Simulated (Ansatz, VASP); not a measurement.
## Si2W: VASP beside Ansatz

File INCAR:

```
SYSTEM = Si2W
PREC     = Accurate       ! precision mode
ENCUT    = 520            ! plane-wave cutoff, eV
EDIFF    = 1E-6           ! SCF threshold, eV
ISMEAR   = 0              ! smearing method
SIGMA    = 0.03           ! smearing width, eV
LREAL    = .False.        ! projectors in reciprocal space
LASPH    = .True.         ! aspherical terms in the spheres
NELM     = 80             ! most SCF steps
ALGO     = Normal         ! electronic algorithm
ISIF     = 2              ! what is computed and relaxed
LWAVE    = .False.        ! write WAVECAR
LCHARG   = .False.        ! write CHGCAR
NBANDS   = 43             ! bands
```

File KPOINTS:

```
regular mesh
0
Gamma
  9 9 6
  0 0 0
```

Contents of POSCAR:

```
Si2W
1.0
    4.4362922824      0.0000000000      0.0000000000
   -2.2181461412      3.8419418152      0.0000000000
    0.0000000000      0.0000000000      6.9126306345
Si W
6 3
Direct
    0.8361210222      0.6722420443      0.5000000000
    0.1638789778      0.8361210222      0.8333333333
    0.6722420443      0.8361210222      0.1666666667
    0.1638789778      0.3277579557      0.5000000000
    0.8361210222      0.1638789778      0.8333333333
    0.3277579557      0.1638789778      0.1666666667
    0.0000000000      0.5000000000      0.1666666667
    0.5000000000      0.5000000000      0.8333333333
    0.5000000000      0.0000000000      0.5000000000
```

Input for Ansatz:

```yaml
crystal:
  lattice:
    - [4.4362922824, 0.0, 0.0]
    - [-2.2181461412, 3.8419418152, 0.0]
    - [0.0, 0.0, 6.9126306345]
  atoms:
    - { symbol: Si, position: [0.8361210222, 0.6722420443, 0.5] }
    - { symbol: Si, position: [0.1638789778, 0.8361210222, 0.8333333333] }
    - { symbol: Si, position: [0.6722420443, 0.8361210222, 0.1666666667] }
    - { symbol: Si, position: [0.1638789778, 0.3277579557, 0.5] }
    - { symbol: Si, position: [0.8361210222, 0.1638789778, 0.8333333333] }
    - { symbol: Si, position: [0.3277579557, 0.1638789778, 0.1666666667] }
    - { symbol: W, position: [0.0, 0.5, 0.1666666667] }
    - { symbol: W, position: [0.5, 0.5, 0.8333333333] }
    - { symbol: W, position: [0.5, 0.0, 0.5] }
basis:
  ecutwfc: 420
kpoints:
  mp_grid: { grid: [9, 9, 6] }
hamiltonian:
  xc: lda
  pseudopotentials: { kind: paw, azcp: { folder: soft_1 } }
scf:
  occupations: { method: gaussian, width: 0.03 }
output:
  forces: true
  stress: true
  eigenvalues: true
```

Alike in both runs: task single point; functional LDA; k mesh 9 × 9 × 6; occupations gaussian, width 0.03 eV; no spin polarisation.

```csv
,VASP,Ansatz
version,VASP 6.6.1,Ansatz 0.2.0
potentials or method,"VASP PAW LDA potentials, release 64 (Si, W_sv), cutoff 520 eV","scalar-relativistic, plane waves, PAW"
valence electrons in the cell,66,66
```

```csv
,VASP,Ansatz,Ansatz less VASP
gap on the k mesh at the Fermi level (eV),0.45,0.45,+0.005
least direct gap on the mesh (eV),0.82,0.82,+0.002
pressure (GPa),1.9,1.2,-0.72
"traceless stress, the component that is largest in VASP (GPa)",-13.86,-13.70,+0.162
rms of the force components (eV/Å),0.044,0.046,+0.0015
```

Ansatz warns that its potentials were made for another functional, while VASP's fit it. LDA's correlation is that of Perdew and Zunger in VASP and of Perdew and Wang (1992) in Ansatz. Atom by atom the forces differ by 0.002 eV/Å (rms over components).

Spin-orbit coupling is off throughout.
